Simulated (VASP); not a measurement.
Runs of VASP 6.6.1 on HfN. The structure is that of space group Fm-3m (No. 225), or close to it. The cells are those of the table. 

| task | cell | k mesh | cutoff (eV) | smearing | gap on the mesh (eV) | pressure (GPa) |
| --- | --- | --- | --- | --- | --- | --- |
| single point | a = 3.172 Å, angles 60.0°, 2 atoms | 16 × 16 × 16 | 600 | fermi-dirac 0.15 eV | none | 9.5 |
| single point | a = 3.159 Å, angles 60.0°, 2 atoms | 16 × 16 × 16 | 520 | fermi-dirac 0.15 eV | none | 13.5 |
| relaxation of cell and atoms | relaxed to 6 GPa from a = 3.216 Å, angles 60.0°, 2 atoms | 16 × 16 × 16 | 600 | fermi-dirac 0.15 eV | none | 6.0 |
| single point | a = 3.216 Å, angles 60.0°, 2 atoms | 12 × 12 × 12 | 520 | gaussian 0.15 eV | none | -2.4 |
| single point | a = 3.092 Å, angles 60.0°, 2 atoms | 16 × 16 × 16 | 600 | fermi-dirac 0.15 eV | none | (a) |

Alike in all rows: level PBE; potentials or basis VASP PAW PBE potentials, release 64 (Hf_pv, N); no spin polarisation.

**Question.** Fill in the values left out.

**Answer.** (a) 37.4.

Caveats: spin-orbit coupling is left out, which moves the levels of the heavy elements; the cell is relaxed towards a set pressure, so the enthalpy falls and the energy may rise (some runs).

A k mesh can miss the band edges, and the runs leave out spin-orbit coupling on Hf.

A gap of «none» marks levels without a gap at the run's occupations.
